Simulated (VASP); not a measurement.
# Ba (Fm-3m) in VASP: further runs, part 2 of 2

VASP 6.6.1. The steps go on from the part before.

## Step 3: Single point, LDA

This run uses another cell than the first one, of 30.72 Å³/atom.

INCAR

```
  PREC = Accurate
  ENCUT = 520
  EDIFF = 1E-6
  ISMEAR = -1
  SIGMA = 0.1
  LREAL = False
  LASPH = True
  NELM = 100
  ALGO = Normal
  ISIF = 2
  LWAVE = False
  LCHARG = False
  NBANDS = 11
```

KPOINTS

```
Automatic mesh
0
Gamma
  16 16 16
```

POSCAR

```
Ba
1.0
    0.0000000000      2.4857968205      2.4857968205
    2.4857968205      0.0000000000      2.4857968205
    2.4857968205      2.4857968205      0.0000000000
Ba
1
Direct
    0.0000000000      0.0000000000      0.0000000000
```

Potentials or basis: VASP PAW LDA potentials, release 64 (Ba_sv).

Run with:

```
$ cat potpaw_LDA.64/Ba_sv/POTCAR > POTCAR
$ mpirun -np 1 vasp_std > vasp.out
```

OUTCAR:

```text
PREC = Accurate
   ENCUT = 520
   EDIFF = 1E-6
   ISMEAR = -1
   LREAL = False
   LASPH = True
   NELM = 100
   ISIF = 2

 ion  position               nearest neighbor table
   1  0.000  0.000  0.000-

  LATTYP: Found a face centered cubic cell.
 ALAT       =     4.9715936410

  Lattice vectors:

 A1 = (   0.0000000000,   2.4857968205,   2.4857968205)
 A2 = (   2.4857968205,   0.0000000000,   2.4857968205)
 A3 = (   2.4857968205,   2.4857968205,   0.0000000000)

Analysis of symmetry for initial positions (statically):
=====================================================================
 Subroutine PRICEL returns:
 Original cell was already a primitive cell.

 Routine SETGRP: Setting up the symmetry group for a
 face centered cubic supercell.

 Subroutine GETGRP returns: Found 48 space group operations
 (whereof 48 operations were pure point group operations)
 out of a pool of 48 trial point group operations.

The static configuration has the point symmetry O_h .

Analysis of symmetry for dynamics (positions and initial velocities):
=====================================================================
 Subroutine PRICEL returns:
[... 159 lines left out ...]
 fundamental gap:      0.0125435812
 Fermi energy:         4.7508500998

 k-point     1 :       0.0000    0.0000    0.0000
  band No.  band energies     occupation
      1     -23.8279      2.00000
      2      -7.1995      2.00000
      3      -7.1995      2.00000
      4      -7.1995      2.00000
      5       2.7544      2.00000
      6       7.0983      0.00000
      7       7.0983      0.00000
      8       7.0983      0.00000
      9      10.5820      0.00000
     10      10.5820      0.00000
     11      12.3496      0.00000
[... 309 lines left out ...]
 k-point    24 :      -0.0625    0.0625    0.0000
  band No.  band energies     occupation
      1     -23.7688      2.00000
      2      -7.5829      2.00000
      3      -7.3067      2.00000
      4      -7.2164      2.00000
      5       3.2305      2.00000
      6       6.6637      0.00000
      7       7.2692      0.00000
      8       7.3800      0.00000
      9       9.9462      0.00000
     10      10.4645      0.00000
     11      13.2819      0.00000

 [... further k-points ...]
[... 5 lines left out ...]
  --------------------------------------------------------------------------------------
  -------------------------------------------------------------------------------------
  Total        2.3322302      2.3322302      2.3322302      0.0000000      0.0000000      0.0000000
  in kB      121.6340351    121.6340351    121.6340351      0.0000000      0.0000000      0.0000000
  external PRESSURE =     121.6340351 kB  Pullay stress =       0.0000000 kB

 VOLUME and BASIS-vectors are now :
 -----------------------------------------------------------------------------
  energy-cutoff  :      520.00
  volume of cell :       30.72
      direct lattice vectors                 reciprocal lattice vectors
     0.000000000  2.485796821  2.485796821    -0.201142747  0.201142747  0.201142747
     2.485796821  0.000000000  2.485796821     0.201142747 -0.201142747  0.201142747
     2.485796821  2.485796821  0.000000000     0.201142747  0.201142747 -0.201142747

 POSITION                                       TOTAL-FORCE (eV/Angst)
 -----------------------------------------------------------------------------------
      0.00000      0.00000      0.00000         0.000000     -0.000000     -0.000000
 -----------------------------------------------------------------------------------
    total drift:                                0.000000      0.000000      0.000000

  FREE ENERGIE OF THE ION-ELECTRON SYSTEM (eV)
  ---------------------------------------------------
  free  energy   TOTEN  =        -1.6728799949 eV

  energy  without entropy=       -1.6309340339  energy(sigma->0) =       -1.65190701
```

stdout:

```text
POSCAR found type information on POSCAR Ba
 POSCAR found :  1 types and       1 ions
 scaLAPACK will be used
 LDA part: xc-table for (Slater(with rela. corr.)+CA(PZ))
 , standard interpolation
 POSCAR, INCAR and KPOINTS ok, starting setup
 FFT: planning ... GRIDC
 FFT: planning ... GRID_SOFT
 FFT: planning ... GRID
 WAVECAR not read
 entering main loop
```

Run time: 42 s. Hardware: 1 thread of Intel Xeon Platinum 8259CL at 2.50GHz (Skylake/Cascade Lake), shared host; peak memory 0.17 GiB.

What came out:

| Item | Value |
| --- | --- |
| Free energy | -1.6729 eV |
| Pressure | 12.2 GPa |
| Band gap on the k mesh | zero (bands 5 and 6 overlap by 2.45 eV) |

Caveat: the cell stands under pressure; spin-orbit coupling is left out, which moves the levels of the heavy elements.
